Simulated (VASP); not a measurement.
C, 2 atoms in the cell. It takes space group R-3m (No. 166, trigonal). Conventional cell: a = 2.510 Å, b = 2.510 Å, c = 6.278 Å, α = 90.00°, β = 90.00°, γ = 120.00°. Within 2.1 Å of C (site symmetry 3m) lie 4 C at 1.54 to 1.57 Å. 

* Program: VASP 6.6.1
* Task: single point
* Functional: PBEsol
* Potentials or basis: VASP PAW PBE potentials, release 64 (C)
* Cutoff: 600 eV
* k mesh: 9 × 9 × 9
* Occupations: gaussian, width 0.01 eV
* Spin: no spin polarisation
* Dipole correction: no
* Further INCAR settings: ALGO = Normal; EDIFF = 1e-06; NBANDS = 11

Potentials or basis: VASP PAW PBE potentials, release 64 (C).

Run with:

```sh
$ cat potpaw_PBE.64/C/POTCAR > POTCAR
$ mpirun -np 1 vasp_std > vasp.out
```

Hardware: 1 thread of Intel Xeon 8259CL, with other jobs on the host.

Question: How long does it take, and how much memory?

Answer: It took 16 s on 1 thread of Intel Xeon 8259CL, on a shared host, peak memory 0.12 GiB. Counts: scf iterations 11, k points 85.
